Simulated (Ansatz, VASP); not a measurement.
**HfN: VASP beside Ansatz**

```xyz
2
Lattice="2.8250 0.0000 0.0000 0.0000 2.8250 0.0000 0.0000 0.0000 2.8250" Properties=species:S:1:pos:R:3 pbc="T T T"
Hf    1.4125    1.4125    1.4125
N     0.0000    0.0000    0.0000
```

Alike in both runs: task single point; functional HSE06; k mesh 4 × 4 × 4; occupations fermi-dirac, width 0.05 eV; non-collinear spin, spin-orbit coupling.

|  | VASP | Ansatz |
| --- | --- | --- |
| version | VASP 6.6.1 | Ansatz 0.2.0 |
| potentials or method | VASP PAW PBE potentials, release 64 (Hf_pv, N) | Ansatz PAW |
| plane-wave cutoff (eV) | 520 | 420 |
| valence electrons in the cell | 15 | 31 |

VASP gave:

- pressure (GPa): -11.5
- net moment per atom (μB): 0.05

**Question.** Which values does Ansatz return?

**Answer.** Pressure (GPa): -7.2; net moment per atom (μB): 0.00.

The functional is the same, so the differences come from potentials, cutoffs and numerics. VASP's potentials hold 15 valence electrons a cell and Ansatz's 31, so a difference there can come from the potentials and not from the codes.

The k mesh is coarse, so the values compare programs but aren't converged.
